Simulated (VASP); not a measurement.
# TePb (Fm-3m) in VASP: a series of runs, part 2 of 2

VASP 6.6.1. Earlier steps stand in the parts before.

### Step 4. Single point, r2SCAN, non-collinear spin, zero start, spin-orbit coupling (strain +2.0%)

File POSCAR:

```
TePb
1.0
    0.0000000000      3.3331935858      3.3331935858
    3.3331935858      0.0000000000      3.3331935858
    3.3331935858      3.3331935858      0.0000000000
Pb Te
1 1
Direct
    0.0000000000      0.0000000000      0.0000000000
    0.5000000000      0.5000000000      0.5000000000
```

File INCAR.step1:

```
SYSTEM = TePb
  PREC = Accurate
  ENCUT = 520
  ISMEAR = -1
  SIGMA = 0.02
  LREAL = .FALSE.
  LASPH = .TRUE.
  NELM = 150
  MAGMOM = 0 0 0 0 0 0
  LSORBIT = .TRUE.
  GGA_COMPAT = .FALSE.
  NBANDS = 32
  GGA = PE
  ALGO = Normal
  EDIFF = 1E-4
  LWAVE = .TRUE.
  LCHARG = .FALSE.
```

File INCAR.step2:

```
SYSTEM = TePb
  PREC = Accurate
  ENCUT = 520
  EDIFF = 1E-6
  ISMEAR = -1
  SIGMA = 0.02
  LREAL = .FALSE.
  LASPH = .TRUE.
  NELM = 150
  ALGO = Normal
  ISIF = 2
  LWAVE = .FALSE.
  LCHARG = .FALSE.
  MAGMOM = 0 0 0 0 0 0
  LORBIT = 11
  LSORBIT = .TRUE.
  GGA_COMPAT = .FALSE.
  LORBMOM = .TRUE.
  METAGGA = R2SCAN
  LMIXTAU = .TRUE.
  NBANDS = 32
  ISTART = 1
```

File KPOINTS:

```
Automatic mesh
0
G
  8 8 8
  0 0 0
```

Potentials or basis: VASP PAW PBE potentials, release 64 (Pb_d, Te).

The run is started by

```sh
cat potpaw_PBE.64/Pb_d/POTCAR potpaw_PBE.64/Te/POTCAR > POTCAR
cp INCAR.step1 INCAR
mpirun -np 1 vasp_ncl > vasp.out
cp INCAR.step2 INCAR
mpirun -np 1 vasp_ncl > vasp.out
```

OUTCAR:

```text
SYSTEM = TePb
   PREC = Accurate
   ENCUT = 520
   EDIFF = 1E-6
   ISMEAR = -1
   LREAL = .FALSE.
   LASPH = .TRUE.
   NELM = 150
   ISIF = 2
   LORBIT = 11
   LSORBIT = .TRUE.
   METAGGA = R2SCAN
   ISTART = 1

 ion  position               nearest neighbor table
   1  0.000  0.000  0.000-   2 3.33   2 3.33   2 3.33   2 3.33   2 3.33   2 3.33
   2  0.500  0.500  0.500-   1 3.33   1 3.33   1 3.33   1 3.33   1 3.33   1 3.33

  LATTYP: Found a face centered cubic cell.
 ALAT       =     6.6663871716

  Lattice vectors:

 A1 = (   0.0000000000,   3.3331935858,   3.3331935858)
 A2 = (   3.3331935858,   0.0000000000,   3.3331935858)
 A3 = (   3.3331935858,   3.3331935858,   0.0000000000)

Analysis of symmetry for initial positions (statically):
=====================================================================
 Subroutine PRICEL returns:
 Original cell was already a primitive cell.

 Routine SETGRP: Setting up the symmetry group for a
 face centered cubic supercell.

 Subroutine GETGRP returns: Found 48 space group operations
 (whereof 48 operations were pure point group operations)
 out of a pool of 48 trial point group operations.

The static configuration has the point symmetry O_h .

[... 1099 lines left out ...]
     0.0000000     0.0000000     0.0000000     0.0000000     0.0000000     0.0000000     0.0000000
     0.0000000     0.0000000     0.0000000     0.0000000     0.0000000     0.0000000     0.0000000
     0.0000000     0.0000000     0.0000000     0.0000000     0.0000000     0.0000000     0.0000000
     0.0000000     0.0000000     0.0000000     0.0000000     0.0000000     0.0000000     0.0000000

 Ion:    2  E_soc:     -0.2031465
 l=   1
     0.0000000    -0.0338856    -0.0338856
    -0.0338856     0.0000000    -0.0338856
    -0.0338856    -0.0338856     0.0000000
 l=   2
     0.0000000    -0.0000067     0.0000000    -0.0000067     0.0000345
    -0.0000067     0.0000000     0.0000259    -0.0000067     0.0000086
     0.0000000     0.0000259     0.0000000     0.0000259     0.0000000
    -0.0000067    -0.0000067     0.0000259     0.0000000     0.0000086
     0.0000345     0.0000086     0.0000000     0.0000086     0.0000000
 l=   3
     0.0000000     0.0000000     0.0000000     0.0000000     0.0000000     0.0000000     0.0000000
     0.0000000     0.0000000     0.0000000     0.0000000     0.0000000     0.0000000     0.0000000
     0.0000000     0.0000000     0.0000000     0.0000000     0.0000000     0.0000000     0.0000000
     0.0000000     0.0000000     0.0000000     0.0000000     0.0000000     0.0000000     0.0000000
     0.0000000     0.0000000     0.0000000     0.0000000     0.0000000     0.0000000     0.0000000
     0.0000000     0.0000000     0.0000000     0.0000000     0.0000000     0.0000000     0.0000000
     0.0000000     0.0000000     0.0000000     0.0000000     0.0000000     0.0000000     0.0000000

 total charge

# of ion       s       p       d       tot
------------------------------------------
    1        1.453   0.537   9.821  11.811
    2        1.374   2.014   0.013   3.402
--------------------------------------------------
tot          2.827   2.551   9.834  15.213

 magnetization (x)

# of ion       s       p       d       tot
------------------------------------------
    1        0.000  -0.000   0.000   0.000
    2        0.000   0.000   0.000   0.000
--------------------------------------------------
tot          0.000  -0.000   0.000   0.000

 magnetization (y)

# of ion       s       p       d       tot
------------------------------------------
    1       -0.000  -0.000  -0.000  -0.000
    2        0.000  -0.000   0.000   0.000
--------------------------------------------------
tot          0.000  -0.000  -0.000   0.000

 magnetization (z)

# of ion       s       p       d       tot
------------------------------------------
    1       -0.000   0.000   0.000  -0.000
    2       -0.000   0.000  -0.000  -0.000
--------------------------------------------------
tot         -0.000   0.000  -0.000  -0.000
```

It took 5.9 min on 1 thread of Intel Xeon 6975P-C (Granite Rapids), shared host; peak memory 0.49 GiB.

What came out:

| Quantity | Value |
| --- | --- |
| Free energy | -83.1733 eV |
| Pressure | -2.2 GPa |
| Net moment | 0.00 μB per cell |
| Valence electrons inside the program's atomic spheres | Pb 11.81; Te 3.40 |

Moments on the atoms (μB; x, y, z):
```
Pb  0.00 0.00 0.00
Te  0.00 0.00 0.00
```

Caveat: the cell differs from its parent crystal (strain +2.0%); the PAW data sets were made with another functional, which shifts forces and pressure a little.

### Step 5. Single point, r2SCAN, non-collinear spin, zero start, spin-orbit coupling (strain +3.0%)

File POSCAR:

```
TePb
1.0
    0.0000000000      3.3658719543      3.3658719543
    3.3658719543      0.0000000000      3.3658719543
    3.3658719543      3.3658719543      0.0000000000
Pb Te
1 1
Direct
    0.0000000000      0.0000000000      0.0000000000
    0.5000000000      0.5000000000      0.5000000000
```

File INCAR.step1:

```
PREC = Accurate
ENCUT = 520
ISMEAR = -1
SIGMA = 0.02
LREAL = False
LASPH = True
NELM = 150
LNONCOLLINEAR = True
MAGMOM = 0 0 0 0 0 0
LSORBIT = True
GGA_COMPAT = False
NBANDS = 32
GGA = PE
ALGO = Normal
EDIFF = 1E-4
LWAVE = True
LCHARG = False
```

File INCAR.step2:

```
PREC = Accurate
ENCUT = 520
EDIFF = 1E-6
ISMEAR = -1
SIGMA = 0.02
LREAL = False
LASPH = True
NELM = 150
ALGO = Normal
ISIF = 2
LWAVE = False
LCHARG = True
LNONCOLLINEAR = True
MAGMOM = 0 0 0 0 0 0
LORBIT = 11
LSORBIT = True
GGA_COMPAT = False
LORBMOM = True
METAGGA = R2SCAN
LMIXTAU = True
LVHAR = True
NBANDS = 32
ISTART = 1
```

File KPOINTS:

```
Automatic mesh
0
Gamma
  8 8 8
```

Potentials or basis: VASP PAW PBE potentials, release 64 (Pb_d, Te).

The run is started by

```sh
cat potpaw_PBE.64/Pb_d/POTCAR potpaw_PBE.64/Te/POTCAR > POTCAR
cp INCAR.step1 INCAR
mpirun -np 1 vasp_ncl > vasp.out
cp INCAR.step2 INCAR
mpirun -np 1 vasp_ncl > vasp.out
```

OUTCAR:

```text
PREC = Accurate
   ENCUT = 520
   EDIFF = 1E-6
   ISMEAR = -1
   LREAL = False
   LASPH = True
   NELM = 150
   ISIF = 2
   LNONCOLLINEAR = True
   LORBIT = 11
   LSORBIT = True
   METAGGA = R2SCAN
   ISTART = 1

 ion  position               nearest neighbor table
   1  0.000  0.000  0.000-   2 3.37   2 3.37   2 3.37   2 3.37   2 3.37   2 3.37
   2  0.500  0.500  0.500-   1 3.37   1 3.37   1 3.37   1 3.37   1 3.37   1 3.37

  LATTYP: Found a face centered cubic cell.
 ALAT       =     6.7317439086

  Lattice vectors:

 A1 = (   0.0000000000,   3.3658719543,   3.3658719543)
 A2 = (   3.3658719543,   0.0000000000,   3.3658719543)
 A3 = (   3.3658719543,   3.3658719543,   0.0000000000)

Analysis of symmetry for initial positions (statically):
=====================================================================
 Subroutine PRICEL returns:
 Original cell was already a primitive cell.

 Routine SETGRP: Setting up the symmetry group for a
 face centered cubic supercell.

 Subroutine GETGRP returns: Found 48 space group operations
 (whereof 48 operations were pure point group operations)
 out of a pool of 48 trial point group operations.

The static configuration has the point symmetry O_h .

Analysis of symmetry for dynamics (positions and initial velocities):
=====================================================================
 Subroutine PRICEL returns:
 Original cell was already a primitive cell.

 Routine SETGRP: Setting up the symmetry group for a
 face centered cubic supercell.

 Subroutine GETGRP returns: Found 48 space group operations
 (whereof 48 operations were pure point group operations)
 out of a pool of 48 trial point group operations.

The dynamic configuration has the point symmetry O_h .

Analysis of structural, dynamic, and magnetic symmetry:
=====================================================================
 Subroutine PRICEL returns:
 Original cell was already a primitive cell.

 Routine SETGRP: Setting up the symmetry group for a
 face centered cubic supercell.

 Subroutine GETGRP returns: Found 48 space group operations
 (whereof 48 operations were pure point group operations)
 out of a pool of 48 trial point group operations.

The overall configuration has the point symmetry O_h .

 Subroutine INISYM returns: Found 48 space group operations
 (whereof 48 operations are pure point group operations),
 and found     1 'primitive' translations

----------------------------------------------------------------------------------------

                                     Primitive cell

  volume of cell :      76.2646

  direct lattice vectors                    reciprocal lattice vectors
     0.000000000  3.365871954  3.365871954    -0.148549917  0.148549917  0.148549917
     3.365871954  0.000000000  3.365871954     0.148549917 -0.148549917  0.148549917
     3.365871954  3.365871954  0.000000000     0.148549917  0.148549917 -0.148549917

  length of vectors
     4.760061767  4.760061767  4.760061767     0.257296004  0.257296004  0.257296004
[... 981 lines left out ...]

  FORCE on cell =-STRESS in cart. coord.  units (eV):
  Direction    XX          YY          ZZ          XY          YZ          ZX
  --------------------------------------------------------------------------------------
  -------------------------------------------------------------------------------------
  Total       -1.4631791     -1.4631791     -1.4631791      0.0000000      0.0000000      0.0000000
  in kB      -30.7386863    -30.7386863    -30.7386863      0.0000000      0.0000000      0.0000000
  external PRESSURE =     -30.7386863 kB  Pullay stress =       0.0000000 kB

 VOLUME and BASIS-vectors are now :
 -----------------------------------------------------------------------------
  energy-cutoff  :      520.00
  volume of cell :       76.26
      direct lattice vectors                 reciprocal lattice vectors
     0.000000000  3.365871954  3.365871954    -0.148549917  0.148549917  0.148549917
     3.365871954  0.000000000  3.365871954     0.148549917 -0.148549917  0.148549917
     3.365871954  3.365871954  0.000000000     0.148549917  0.148549917 -0.148549917

 POSITION                                       TOTAL-FORCE (eV/Angst)
 -----------------------------------------------------------------------------------
      0.00000      0.00000      0.00000         0.000000      0.000000      0.000000
      3.36587      3.36587      3.36587         0.000000      0.000000     -0.000000
 -----------------------------------------------------------------------------------
    total drift:                               -0.000000      0.000000      0.000000

  FREE ENERGIE OF THE ION-ELECTRON SYSTEM (eV)
  ---------------------------------------------------
  free  energy   TOTEN  =       -83.1372536708 eV

  energy  without entropy=      -83.1372535991  energy(sigma->0) =      -83.13725363

 orbital moment (x)

 # of ion     p       d       tot
 ----------------------------------------
  1         0.000   0.000   0.000
  2        -0.000   0.000  -0.000
 ----------------------------------------
           -0.000   0.000  -0.000

 orbital moment (y)

 # of ion     p       d       tot
 ----------------------------------------
  1         0.000   0.000   0.000
  2         0.000   0.000   0.000
 ----------------------------------------
            0.000   0.000   0.000

 orbital moment (z)

 # of ion     p       d       tot
 ----------------------------------------
  1         0.000   0.000   0.000
  2         0.000   0.000   0.000
 ----------------------------------------
            0.000   0.000   0.000

 Spin-Orbit-Coupling matrix elements

 Ion:    1  E_soc:     -0.8366692
 l=   1
     0.0000000    -0.0745702    -0.0745702
    -0.0745702     0.0000000    -0.0745702
    -0.0745702    -0.0745702     0.0000000
 l=   2
     0.0000000    -0.0129681     0.0000000    -0.0129681    -0.0519066
    -0.0129681     0.0000000    -0.0389299    -0.0129681    -0.0129766
     0.0000000    -0.0389299     0.0000000    -0.0389299     0.0000000
    -0.0129681    -0.0129681    -0.0389299     0.0000000    -0.0129766
    -0.0519066    -0.0129766     0.0000000    -0.0129766     0.0000000
 l=   3
     0.0000000     0.0000000     0.0000000     0.0000000     0.0000000     0.0000000     0.0000000
     0.0000000     0.0000000     0.0000000     0.0000000     0.0000000     0.0000000     0.0000000
     0.0000000     0.0000000     0.0000000     0.0000000     0.0000000     0.0000000     0.0000000
     0.0000000     0.0000000     0.0000000     0.0000000     0.0000000     0.0000000     0.0000000
     0.0000000     0.0000000     0.0000000     0.0000000     0.0000000     0.0000000     0.0000000
     0.0000000     0.0000000     0.0000000     0.0000000     0.0000000     0.0000000     0.0000000
     0.0000000     0.0000000     0.0000000     0.0000000     0.0000000     0.0000000     0.0000000

 Ion:    2  E_soc:     -0.2046286
 l=   1
     0.0000000    -0.0341316    -0.0341316
    -0.0341316     0.0000000    -0.0341316
    -0.0341316    -0.0341316     0.0000000
 l=   2
     0.0000000    -0.0000062     0.0000000    -0.0000062     0.0000330
    -0.0000062     0.0000000     0.0000248    -0.0000062     0.0000083
     0.0000000     0.0000248     0.0000000     0.0000248     0.0000000
    -0.0000062    -0.0000062     0.0000248     0.0000000     0.0000083
     0.0000330     0.0000083     0.0000000     0.0000083     0.0000000
 l=   3
     0.0000000     0.0000000     0.0000000     0.0000000     0.0000000     0.0000000     0.0000000
     0.0000000     0.0000000     0.0000000     0.0000000     0.0000000     0.0000000     0.0000000
     0.0000000     0.0000000     0.0000000     0.0000000     0.0000000     0.0000000     0.0000000
     0.0000000     0.0000000     0.0000000     0.0000000     0.0000000     0.0000000     0.0000000
     0.0000000     0.0000000     0.0000000     0.0000000     0.0000000     0.0000000     0.0000000
     0.0000000     0.0000000     0.0000000     0.0000000     0.0000000     0.0000000     0.0000000
     0.0000000     0.0000000     0.0000000     0.0000000     0.0000000     0.0000000     0.0000000

 total charge

# of ion       s       p       d       tot
------------------------------------------
    1        1.453   0.523   9.820  11.796
    2        1.374   2.007   0.012   3.392
--------------------------------------------------
tot          2.827   2.530   9.831  15.189

 magnetization (x)

# of ion       s       p       d       tot
------------------------------------------
    1        0.000   0.000   0.000   0.000
    2       -0.000  -0.000  -0.000  -0.000
--------------------------------------------------
tot         -0.000  -0.000   0.000  -0.000

 magnetization (y)

# of ion       s       p       d       tot
------------------------------------------
    1        0.000   0.000   0.000   0.000
    2       -0.000   0.000   0.000  -0.000
--------------------------------------------------
tot         -0.000   0.000   0.000  -0.000

 magnetization (z)

# of ion       s       p       d       tot
------------------------------------------
    1        0.000   0.000   0.000   0.000
    2        0.000  -0.000  -0.000   0.000
--------------------------------------------------
tot          0.000  -0.000   0.000   0.000
```

Wall time 6 min (1 thread of Intel Xeon 6975P-C (Granite Rapids), shared host); peak memory 0.51 GiB.

What came out:

```
Free energy                                           : -83.1373 eV
Pressure                                              : -3.1 GPa
Net moment                                            : 0.00 μB per cell
Valence electrons inside the program's atomic spheres : Pb 11.80; Te 3.39
```

Moments on the atoms (μB; x, y, z):
```
Pb  0.00 0.00 0.00
Te  0.00 0.00 0.00
```

Caveat: the cell differs from its parent crystal (strain +3.0%); the cell stands under tension; the PAW data sets were made with another functional, which shifts forces and pressure a little.

### Step 6. Single point, PBE (strain +1.0%)

File INCAR:

```
PREC     = Accurate       # precision mode
ENCUT    = 520            # plane-wave cutoff, eV
EDIFF    = 1E-6           # SCF threshold, eV
ISMEAR   = -1             # smearing method
SIGMA    = 0.02           # smearing width, eV
LREAL    = F              # projectors in reciprocal space
LASPH    = T              # aspherical terms in the spheres
NELM     = 60             # most SCF steps
ALGO     = Normal         # electronic algorithm
ISIF     = 2              # what is computed and relaxed
LWAVE    = F              # write WAVECAR
LCHARG   = T              # write CHGCAR
GGA      = PE             # functional
LELF     = T              # ELF
LVHAR    = T            
NBANDS   = 17             # bands
```

File KPOINTS:

```
regular mesh
0
Gamma
  8 8 8
```

File POSCAR:

```
TePb
1.0
    0.0000000000      3.3005152173      3.3005152173
    3.3005152173      0.0000000000      3.3005152173
    3.3005152173      3.3005152173      0.0000000000
Pb Te
1 1
Direct
    0.0000000000      0.0000000000      0.0000000000
    0.5000000000      0.5000000000      0.5000000000
```

Potentials or basis: VASP PAW PBE potentials, release 64 (Pb_d, Te).

The run is started by

```sh
cat potpaw_PBE.64/Pb_d/POTCAR potpaw_PBE.64/Te/POTCAR > POTCAR
mpirun -np 1 vasp_std > vasp.out
```

Wall time 27 s (1 thread of Intel Xeon 8259CL, shared host); peak memory 0.22 GiB.

The run converged. Its results:

```
Free energy            : -7.5212 eV
Pressure               : -0.6 GPa
Band gap on the k mesh : 0.86 eV
```

Levels at points of the mesh, in eV from the valence-band top:
```
           k point  band 7  band 8  band 9  band 10  band 11  band 12  band 13  band 14
(0.00, 0.00, 0.00)   -5.74   -1.10   -1.10    -1.10     4.01     4.01     4.01     5.95
(0.50, 0.00, 0.00)   -8.26   -0.69   -0.69     0.00     0.86     1.43     1.43     8.33
(0.50, 0.50, 0.00)   -7.20   -4.00   -2.43    -2.43     3.57     5.25     5.25     6.35
```

Caveat: the cell differs from its parent crystal (strain +1.0%); spin-orbit coupling is left out, which moves the levels of the heavy elements. A k mesh can miss the band edges.

### Step 7. The runs side by side

```tsv
level	spin	cell	pressure (GPa)	moment (μB)
r2SCAN	non-collinear, zero start, SOC	a = 4.437 Å, angles 60.0°, 2 atoms	6.4	0.00
r2SCAN	non-collinear, zero start, SOC	a = 4.483 Å, angles 60.0°, 2 atoms	4.5	0.00
r2SCAN	non-collinear, zero start, SOC	a = 4.714 Å, angles 60.0°, 2 atoms	-2.2	0.00
r2SCAN	non-collinear, zero start, SOC	a = 4.760 Å, angles 60.0°, 2 atoms	-3.1	0.00
PBE	off	a = 4.668 Å, angles 60.0°, 2 atoms	-0.6	-
```

Alike in all rows: task single point; potentials or basis VASP PAW PBE potentials, release 64 (Pb_d, Te); k mesh 8 × 8 × 8; cutoff (eV) 520; smearing fermi-dirac 0.02 eV.

Caveats: the PAW data sets were made with another functional, which shifts forces and pressure a little (at least some runs); the cell stands under pressure (at least some runs); the cell stands under tension (at least some runs); spin-orbit coupling is left out, which moves the levels of the heavy elements (at least some runs).

Absolute energies hang on the potentials; compare differences alone.
